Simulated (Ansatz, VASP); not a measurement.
**TiC in VASP and in Ansatz**

The input INCAR:

```
SYSTEM = TiC
PREC     = Accurate       ! precision mode
ENCUT    = 600            ! plane-wave cutoff, eV
EDIFF    = 1E-6           ! SCF threshold, eV
ISMEAR   = -1             ! smearing method
SIGMA    = 0.05           ! smearing width, eV
LREAL    = .FALSE.        ! projectors in reciprocal space
LASPH    = .TRUE.         ! aspherical terms in the spheres
NELM     = 120            ! most SCF steps
ALGO     = Normal         ! electronic algorithm
ISIF     = 2              ! what is computed and relaxed
LWAVE    = .FALSE.        ! write WAVECAR
LCHARG   = .FALSE.        ! write CHGCAR
GGA      = PE             ! functional
NBANDS   = 15             ! bands
GGA_COMPAT= .FALSE.
```

Contents of KPOINTS:

```
regular mesh
0
G
  11 11 11
  0 0 0
```

POSCAR

```
TiC
1.0
    0.0000000000      2.1593000000      2.1593000000
    2.1593000000      0.0000000000      2.1593000000
    2.1593000000      2.1593000000      0.0000000000
Ti C
1 1
Direct
    0.0000000000      0.0000000000      0.0000000000
    0.5000000000      0.5000000000      0.5000000000
```

Input for Ansatz:

```yaml
crystal:
  lattice:
    - [0.0, 2.1593, 2.1593]
    - [2.1593, 0.0, 2.1593]
    - [2.1593, 2.1593, 0.0]
  atoms:
    - { symbol: Ti, position: [0.0, 0.0, 0.0] }
    - { symbol: C, position: [0.5, 0.5, 0.5] }
basis:
  ecutwfc: 420.0
kpoints:
  mp_grid:
    grid: [11, 11, 11]
hamiltonian:
  xc: pbe
scf:
  occupations:
    method: fermi_dirac
    width: 0.05
output:
  stress: true
```

Alike in both runs: task single point; functional PBE; k mesh 11 × 11 × 11; occupations fermi-dirac, width 0.05 eV; no spin polarisation.

|  | VASP | Ansatz |
| --- | --- | --- |
| version | VASP 6.6.1 | Ansatz 0.2.0 |
| potentials or method | VASP PAW PBE potentials, release 64 (Ti_sv, C), cutoff 600 eV | plane waves, PAW |
| valence electrons in the cell | 16 | 16 |

|  | VASP | Ansatz | Ansatz less VASP |
| --- | --- | --- | --- |
| pressure (GPa) | 2.7 | 2.6 | -0.11 |
